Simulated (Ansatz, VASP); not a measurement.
**WS2 in VASP and in Ansatz**

```
CELL_PARAMETERS angstrom
1.55020 0.89501 6.46602
-1.55020 0.89501 6.46602
0.00000 -1.79001 6.46602
ATOMIC_POSITIONS crystal
W 0.99933 0.99933 0.99933
S 0.74796 0.74796 0.74796
S 0.58401 0.58401 0.58401
```

Change from the starting cell: strain -0.015 along x and y, +0.015 along z, atoms carried along.

Alike in both runs: task single point; functional PBEsol; k mesh 12 × 12 × 12; occupations gaussian, width 0.05 eV; no spin polarisation.

|  | VASP | Ansatz |
| --- | --- | --- |
| version | VASP 6.6.1 | Ansatz 0.2.0 |
| potentials or method | VASP PAW PBE potentials, release 64 (W_sv, S), cutoff 520 eV | scalar-relativistic, plane waves, PAW |
| valence electrons in the cell | 26 | 26 |

Ansatz gave:

| Property | Result |
| --- | --- |
| gap on the k mesh at the Fermi level (eV) | 1.25 |
| least direct gap on the mesh (eV) | 2.18 |
| pressure (GPa) | 2.3 |
| traceless stress, the component that is largest in VASP (GPa) | -3.50 |
| rms of the force components (eV/Å) | 0.056 |

Question: What did VASP give for the same quantities?

Answer: gap on the k mesh at the Fermi level (eV): 1.27; least direct gap on the mesh (eV): 2.18; pressure (GPa): 2.5; traceless stress, the component that is largest in VASP (GPa): -3.50; rms of the force components (eV/Å): 0.046.

VASP's potentials were made for PBE, not for PBEsol. Atom by atom the forces differ by 0.010 eV/Å (rms over components). With one functional, cell and mesh, what is left measures potentials, basis and numerics.

Spin-orbit coupling is off throughout.
